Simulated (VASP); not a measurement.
A run of VASP 6.6.1 is set up as follows.

File INCAR:

```
ALGO = Normal
EDIFF = 1E-7
ENCUT = 520
GGA = PE
ISIF = 2
ISMEAR = -1
LASPH = T
LCHARG = F
LREAL = Auto
LWAVE = F
NBANDS = 80
NELECT = 132.0
NELM = 100
PREC = Accurate
SIGMA = 0.05
```

Contents of KPOINTS:

```
k-points
0
Gamma
  2 2 2
```

The input POSCAR:

```
Zn6InO8
1.0
   -3.2494000000     -5.6281260000      0.0000000000
    4.8741000000     -2.8140630000      0.0000000000
    0.0000000000      0.0000000000      5.2038000000
Zn O In
6 8 1
Direct
    0.5198278141      0.3161583675      0.0116860756
    0.4492717491      0.6798987755      0.5207194742
    0.2971864193      0.8232809239      0.0088996503
    0.2257456284      0.1761510525      0.4924497483
    0.0282378331      0.3130818028     -0.0037220877
    0.7345220703      0.1935973852      0.5216024828
    0.4775986186      0.3532539240      0.3893056997
    0.5386311686      0.6481403991      0.8891840578
    0.2162586204      0.8513004988      0.3669664476
    0.2768115606      0.1492452935      0.8689448096
   -0.0218611707      0.3264125299      0.3666193935
    0.0595802624      0.6380289909      0.8878292786
    0.6694409539      0.8804994636      0.3971728352
    0.7731816617      0.1474470141      0.8955649718
   -0.1771534802      0.7948130899      0.0759062608
```

Potentials or basis: VASP PAW PBE potentials, release 64 (Zn, O, In_d).

Run with:

```console
$ cat potpaw_PBE.64/Zn/POTCAR potpaw_PBE.64/O/POTCAR potpaw_PBE.64/In_d/POTCAR > POTCAR
$ mpirun -np 1 vasp_std > vasp.out
```

Q: Predict the largest force.

A: 0.934 eV/Å.

Forces on the atoms (eV/Å):
```
Zn   0.031  0.052  0.038
Zn  -0.076 -0.068  0.032
Zn   0.059  0.105  0.045
Zn  -0.099 -0.041  0.078
Zn   0.065 -0.049  0.082
Zn  -0.028 -0.030 -0.031
O   -0.061 -0.027  0.067
O    0.032 -0.070  0.064
O   -0.153 -0.106  0.150
O    0.006  0.029  0.054
O   -0.162 -0.047  0.085
O    0.104  0.027 -0.049
O   -0.195 -0.117  0.110
O    0.025  0.006  0.022
In   0.451  0.333 -0.747
```

Caveat: the k points lie up to 0.60 Å⁻¹ apart; the cell carries a net charge on a neutralising background, which shifts energy and pressure.
